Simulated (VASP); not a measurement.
# BN (F-43m) in VASP: a series of runs, part 2 of 2

VASP 6.6.1. Earlier steps stand in the parts before.

### Step 3. Single point, PBE

This run uses another cell than the first one: it holds 8 atoms, not 2.

The input, INCAR:

```
SYSTEM = BN
ALGO = Normal
EDIFF = 1E-6
ENCUT = 520
GGA = PE
ISIF = 2
ISMEAR = 0
LASPH = .True.
LCHARG = .True.
LELF = .True.
LREAL = .False.
LVHAR = .True.
LWAVE = .False.
NBANDS = 26
NELM = 60
PREC = Accurate
SIGMA = 0.05
```

The input, KPOINTS:

```
k-points
0
Gamma
  6 6 6
  0 0 0
```

The input, POSCAR:

```
BN
1.0
    3.6260020000      0.0000000000      0.0000000000
    0.0000000000     -3.6260020000      0.0000000000
    0.0000000000      0.0000000000     -3.6260020000
B N
4 4
Direct
    0.0000000000      0.5000000000      0.5000000000
    0.5000000000      0.0000000000      0.5000000000
    0.5000000000      0.5000000000      0.0000000000
    0.0000000000      0.0000000000      0.0000000000
    0.7500000000      0.7500000000      0.7500000000
    0.2500000000      0.2500000000      0.7500000000
    0.2500000000      0.7500000000      0.2500000000
    0.7500000000      0.2500000000      0.2500000000
```

Potentials or basis: VASP PAW PBE potentials, release 64 (B, N).

Started as:

```sh
cat potpaw_PBE.64/B/POTCAR potpaw_PBE.64/N/POTCAR > POTCAR
mpirun -np 1 vasp_std > vasp.out
```

OUTCAR:

```text
SYSTEM = BN
   EDIFF = 1E-6
   ENCUT = 520
   GGA = PE
   ISIF = 2
   ISMEAR = 0
   LASPH = .True.
   LREAL = .False.
   NELM = 60
   PREC = Accurate

 ion  position               nearest neighbor table
   1  0.000  0.500  0.500-   5 1.57   6 1.57   7 1.57   8 1.57
   2  0.500  0.000  0.500-   5 1.57   6 1.57   7 1.57   8 1.57
   3  0.500  0.500  0.000-   5 1.57   6 1.57   7 1.57   8 1.57
   4  0.000  0.000  0.000-   5 1.57   6 1.57   7 1.57   8 1.57
   5  0.750  0.750  0.750-   1 1.57   2 1.57   3 1.57   4 1.57
   6  0.250  0.250  0.750-   1 1.57   2 1.57   3 1.57   4 1.57
   7  0.250  0.750  0.250-   1 1.57   2 1.57   3 1.57   4 1.57
   8  0.750  0.250  0.250-   1 1.57   2 1.57   3 1.57   4 1.57

  LATTYP: Found a simple cubic cell.
 ALAT       =     3.6260020000

  Lattice vectors:

 A1 = (   3.6260020000,   0.0000000000,   0.0000000000)
 A2 = (   0.0000000000,  -3.6260020000,   0.0000000000)
 A3 = (   0.0000000000,   0.0000000000,  -3.6260020000)

Analysis of symmetry for initial positions (statically):
=====================================================================
 Subroutine PRICEL returns following result:

  LATTYP: Found a face centered cubic cell.
 ALAT       =     3.6260020000

  Lattice vectors:

 A1 = (   1.8130010000,   1.8130010000,   0.0000000000)
 A2 = (   1.8130010000,   0.0000000000,  -1.8130010000)
 A3 = (   0.0000000000,   1.8130010000,  -1.8130010000)

   4 primitive cells build up your supercell.

 Routine SETGRP: Setting up the symmetry group for a
 simple cubic supercell.

 Subroutine GETGRP returns: Found 24 space group operations
 (whereof 24 operations were pure point group operations)
 out of a pool of 48 trial point group operations.

The static configuration has the point symmetry T_d .

Analysis of symmetry for dynamics (positions and initial velocities):
=====================================================================
 Subroutine PRICEL returns following result:

  LATTYP: Found a face centered cubic cell.
 ALAT       =     3.6260020000

  Lattice vectors:

 A1 = (   1.8130010000,   1.8130010000,   0.0000000000)
 A2 = (   1.8130010000,   0.0000000000,  -1.8130010000)
 A3 = (   0.0000000000,   1.8130010000,  -1.8130010000)

   4 primitive cells build up your supercell.

 Routine SETGRP: Setting up the symmetry group for a
 simple cubic supercell.

 Subroutine GETGRP returns: Found 24 space group operations
 (whereof 24 operations were pure point group operations)
 out of a pool of 48 trial point group operations.

The dynamic configuration has the point symmetry T_d .

 Subroutine INISYM returns: Found 24 space group operations
 (whereof 24 operations are pure point group operations),
 and found     4 'primitive' translations

----------------------------------------------------------------------------------------

                                     Primitive cell

  volume of cell :      11.9186

  direct lattice vectors                    reciprocal lattice vectors
     1.813001000  1.813001000  0.000000000     0.275785838  0.275785838  0.275785838
[... 44 lines left out ...]
  0.166667  0.000000  0.000000      6.000000
  0.333333  0.000000  0.000000      6.000000
  0.500000  0.000000  0.000000      3.000000
  0.166667  0.166667  0.000000     12.000000
  0.333333  0.166667  0.000000     24.000000
[... 12 lines left out ...]
  0.500000  0.500000  0.333333      6.000000
  0.500000  0.500000  0.500000      1.000000
   k-points           NKPTS =     20   k-points in BZ     NKDIM =     20   number of bands    NBANDS=     26
   number of dos      NEDOS =    301   number of ions     NIONS =      8
   total plane-waves  NPLWV =  21952
   dimension x,y,z NGX =    28 NGY =   28 NGZ =   28
   dimension x,y,z NGXF=    56 NGYF=   56 NGZF=   56
   ions per type =               4   4
   NGX,Y,Z   is equivalent  to a cutoff of  12.84, 12.84, 12.84 a.u.
   NGXF,Y,Z  is equivalent  to a cutoff of  25.68, 25.68, 25.68 a.u.
 SYSTEM =  BN
   PREC   = accura    normal or accurate (medium, high low for compatibility)
   ISTART =      0    job   : 0-new  1-cont  2-samecut
   ICHARG =      2    charge: 1-file 2-atom 10-const
   ISPIN  =      1    spin polarized calculation?
   LNONCOLLINEAR =      F non collinear calculations
   LSORBIT =      F    spin-orbit coupling
   LASPH  =      T    aspherical Exc in radial PAW
   ENCUT  =  520.0 eV  38.22 Ry    6.18 a.u.   6.74  6.74  6.74*2*pi/ulx,y,z
   NELM   =     60;   NELMIN=  2; NELMDL= -5     # of ELM steps
   EDIFF  = 0.1E-05   stopping-criterion for ELM
   LREAL  =      F    real-space projection
   EDIFFG = 0.1E-04   stopping-criterion for IOM
   NSW    =      0    number of steps for IOM
   IBRION =     -1    ionic relax: 0-MD 1-quasi-New 2-CG
   NFREE  =      0    steps in history (QN), initial steepest desc. (CG)
   ISIF   =      2    stress and relaxation
   ISYM   =      2    0-nonsym 1-usesym 2-fastsym
   POTIM  = 0.5000    time-step for ionic-motion
   TEBEG  =    0.0;   TEEND  =   0.0 temperature during run
   PSTRESS=    0.0 pullay stress
   NELECT =      32.0000    total number of electrons
   NUPDOWN=      -1.0000    fix difference up-down
   EMIN   =  10.00;   EMAX   =-10.00  energy-range for DOS
   EFERMI =   0.00;   METHOD = LEGACY
   ISMEAR =     0;   SIGMA  =   0.05  broadening in eV -4-tet -1-fermi 0-gaus
   EFERMI_NEDOS =   21; number of points for ismear=-14 and -15
   IALGO  =     38    algorithm
   IMIX   =      4    mixing-type and parameters
     AMIX     =   0.40;   BMIX     =  1.00
     AMIX_MAG =   1.60;   BMIX_MAG =  1.00
  volume/ion in A,a.u.               =       5.96        40.22
  Fermi-wavevector in a.u.,A,eV,Ry     =   1.433387  2.708709 27.954506  2.054598
  Thomas-Fermi vector in A             =   2.552911
   LORBIT       =      0    0 simple, 1 ext, 2 COOP (PROOUT), +10 PAW based schemes
   GGA     = PE    functional components
   LHFCALC =     F    Hartree Fock is set to
   AEXX    =    0.0000 exact exchange contribution
   IVDW    =     0    specifies the selected vdW correction
   LEPSILON=     F    determine dielectric tensor
   LRPA    =     F    only Hartree local field effects (RPA)
 non-spin polarized calculation
 Gauss-broadening in eV      SIGMA  =   0.05
  energy-cutoff  :      520.00
  volume of cell :       47.67
 maximum number of plane-waves:      1328
 NGX is ok and might be reduce to    28

 number of electron      31.9999995 magnetization

 Free energy of the ion-electron system (eV)
  ---------------------------------------------------
  ext. energy  EPLUGINS =         0.00000000
  ---------------------------------------------------
  free energy    TOTEN  =       -69.80411897 eV

  energy without entropy =      -69.80411897  energy(sigma->0) =      -69.80411897

 E-fermi :   7.5687     XC(G=0): -12.7771

 val. band max:        7.2910287270   @ k =   0.0000   0.0000   0.0000
 cond. band min:      11.7407122824   @ k =   0.0000   0.0000   0.0000
 fundamental gap:      4.4496835554
 Fermi energy:         7.5687142566

 k-point     1 :       0.0000    0.0000    0.0000
  band No.  band energies     occupation
      1     -12.8363      2.00000
      2      -7.3083      2.00000
      3      -7.3083      2.00000
      4      -7.3083      2.00000
      5      -1.5652      2.00000
      6      -1.5652      2.00000
[... 569 lines left out ...]
     25      17.9466      0.00000
     26      17.9466      0.00000

------------------------ aborting loop because EDIFF is reached ----------------------------------------

  FORCE on cell =-STRESS in cart. coord.  units (eV):
  Direction    XX          YY          ZZ          XY          YZ          ZX
  --------------------------------------------------------------------------------------
  -------------------------------------------------------------------------------------
  Total       -0.0502356     -0.0502356     -0.0502356      0.0000000      0.0000000      0.0000000
  in kB       -1.6882560     -1.6882560     -1.6882560      0.0000000      0.0000000      0.0000000
  external PRESSURE =      -1.6882560 kB  Pullay stress =       0.0000000 kB

 VOLUME and BASIS-vectors are now :
 -----------------------------------------------------------------------------
  energy-cutoff  :      520.00
  volume of cell :       47.67
      direct lattice vectors                 reciprocal lattice vectors
     3.626002000  0.000000000  0.000000000     0.275785838  0.000000000  0.000000000
     0.000000000 -3.626002000  0.000000000     0.000000000 -0.275785838  0.000000000
     0.000000000  0.000000000 -3.626002000     0.000000000  0.000000000 -0.275785838

 POSITION                                       TOTAL-FORCE (eV/Angst)
 -----------------------------------------------------------------------------------
      0.00000     -1.81300     -1.81300        -0.000000      0.000000      0.000000
      1.81300      0.00000     -1.81300        -0.000000      0.000000      0.000000
      1.81300     -1.81300      0.00000         0.000000      0.000000      0.000000
      0.00000      0.00000      0.00000        -0.000000      0.000000     -0.000000
      2.71950     -2.71950     -2.71950         0.000000     -0.000000     -0.000000
      0.90650     -0.90650     -2.71950         0.000000      0.000000     -0.000000
      0.90650     -2.71950     -0.90650        -0.000000     -0.000000      0.000000
      2.71950     -0.90650     -0.90650        -0.000000     -0.000000     -0.000000
 -----------------------------------------------------------------------------------
    total drift:                                0.000000     -0.000000     -0.000000

  FREE ENERGIE OF THE ION-ELECTRON SYSTEM (eV)
  ---------------------------------------------------
  free  energy   TOTEN  =       -69.8041189731 eV

  energy  without entropy=      -69.8041189731  energy(sigma->0) =      -69.80411897
```

Run time: 16 s. Hardware: 1 thread of AMD EPYC 7R13 (Zen 3), shared host; peak memory 0.13 GiB.

Results:

```yaml
Free_energy: -69.8041 eV
Pressure: -0.2 GPa
Band_gap_on_the_k_mesh: 4.45 eV
```

A k mesh can miss the band edges. Expect the measured gap to be larger: semilocal functionals such as PBE lack the derivative discontinuity.

### Step 4. Single point, PBE

The input, INCAR:

```
ALGO = Normal
EDIFF = 1E-6
ENCUT = 520
GGA = PE
ISIF = 2
ISMEAR = 0
LASPH = T
LCHARG = F
LREAL = F
LWAVE = F
NBANDS = 11
NELM = 60
PREC = Accurate
SIGMA = 0.05
```

The input, KPOINTS:

```
k-points
0
Gamma
  12 12 12
```

The input, POSCAR:

```
BN
1.0
    0.0000000000      1.8130010000      1.8130010000
    1.8130010000      0.0000000000      1.8130010000
    1.8130010000      1.8130010000      0.0000000000
B N
1 1
Direct
    0.0000000000      0.0000000000      0.0000000000
    0.7500000000      0.7500000000      0.7500000000
```

Started as:

```sh
cat potpaw_PBE.64/B/POTCAR potpaw_PBE.64/N/POTCAR > POTCAR
mpirun -np 1 vasp_std > vasp.out
```

It took 6.3 s on 1 thread of AMD EPYC 7R13 (Zen 3), shared host; peak memory 0.09 GiB.

Results (log left out):

```yaml
Free_energy: -17.4510 eV
Pressure: -0.2 GPa
Band_gap_on_the_k_mesh: 4.45 eV, indirect (least direct gap 8.78 eV)
```

Levels at points of the mesh, in eV from the valence-band top:
| k point | band 1 | band 2 | band 3 | band 4 | band 5 | band 6 | band 7 | band 8 |
| --- | --- | --- | --- | --- | --- | --- | --- | --- |
| (0.00, 0.00, 0.00) | -20.13 | 0.00 | 0.00 | 0.00 | 8.78 | 8.78 | 8.78 | 10.20 |
| (0.50, 0.00, 0.00) | -15.95 | -10.61 | -1.92 | -1.92 | 10.03 | 10.66 | 10.66 | 15.16 |
| (0.50, 0.50, 0.00) | -14.60 | -8.86 | -4.86 | -4.86 | 4.45 | 9.18 | 17.78 | 17.78 |

A k mesh can miss the band edges.

### Step 5. Single point, PBE

This run uses another cell than the first one: it holds 12 atoms, not 2.

The input, INCAR:

```
ALGO = Normal ; EDIFF = 1E-7
ENCUT = 520 ; GGA = PE
ISIF = 2 ; ISMEAR = 0
LASPH = T ; LCHARG = F
LREAL = F ; LWAVE = F
NBANDS = 36 ; NELM = 60
PREC = Accurate ; SIGMA = 0.05
```

The input, KPOINTS:

```
k-points
0
Gamma
  10 10 2
```

The input, POSCAR:

```
BN
1.0
    1.8130010000     -1.8130010000      0.0000000000
    1.8130010000      0.0000000000     -1.8130010000
    7.2520040000      7.2520040000      7.2520040000
B N
6 6
Direct
    0.6666666667      0.6666666667      0.1666666667
    0.0000000000      0.0000000000      0.0000000000
    0.3333333333      0.3333333333      0.3333333333
    0.6666666667      0.6666666667      0.6666666667
    0.0000000000      0.0000000000      0.5000000000
    0.3333333333      0.3333333333      0.8333333333
    0.6666666667      0.6666666667      0.5416666667
    1.0000000000      1.0000000000      0.3750000000
    0.3333333333      0.3333333333      0.7083333333
    0.6666666667      0.6666666667      0.0416666667
    0.0000000000      0.0000000000      0.8750000000
    0.3333333333      0.3333333333      0.2083333333
```

Started as:

```sh
cat potpaw_PBE.64/B/POTCAR potpaw_PBE.64/N/POTCAR > POTCAR
mpirun -np 1 vasp_std > vasp.out
```

Wall time 3 min (1 thread of AMD EPYC 7R13, shared host); peak memory 0.17 GiB.

The run converged. Its results:

```
Free energy            : -104.7062 eV
Pressure               : -0.2 GPa
Band gap on the k mesh : 4.45 eV
```

Levels at points of the mesh, in eV from the valence-band top:
| k point | band 20 | band 21 | band 22 | band 23 | band 24 | band 25 | band 26 | band 27 | band 28 | band 29 |
| --- | --- | --- | --- | --- | --- | --- | --- | --- | --- | --- |
| (0.00, 0.00, 0.00) | -0.61 | -0.61 | 0.00 | 0.00 | 0.00 | 8.78 | 8.78 | 8.78 | 9.27 | 9.27 |
| (0.50, 0.00, 0.00) | -3.69 | -2.86 | -2.86 | -1.92 | -1.92 | 4.45 | 6.21 | 6.21 | 8.82 | 8.82 |
| (0.00, 0.00, 0.50) | -0.91 | -0.18 | -0.18 | -0.18 | -0.18 | 8.97 | 8.97 | 9.05 | 9.05 | 9.05 |
| (0.50, 0.00, 0.50) | -3.62 | -2.44 | -2.44 | -2.19 | -2.19 | 5.01 | 5.01 | 7.51 | 7.51 | 9.65 |

### Step 6. Overview

```tsv
cell	k mesh	gap on the mesh (eV)	pressure (GPa)
a = 2.564 Å, angles 60.0°, 2 atoms	12 × 12 × 12	4.45	-0.2
a = 3.626 Å, 8 atoms	6 × 6 × 6	4.45	-0.2
a = 2.564, b = 2.564, c = 12.561 Å, angles 90.0, 90.0, 60.0°, 12 atoms	10 × 10 × 2	4.45	-0.2
```

Alike in all rows: task single point; level PBE; potentials or basis VASP PAW PBE potentials, release 64 (B, N); no spin polarisation; cutoff (eV) 520; smearing gaussian 0.05 eV.

Absolute energies hang on the potentials; compare differences alone.
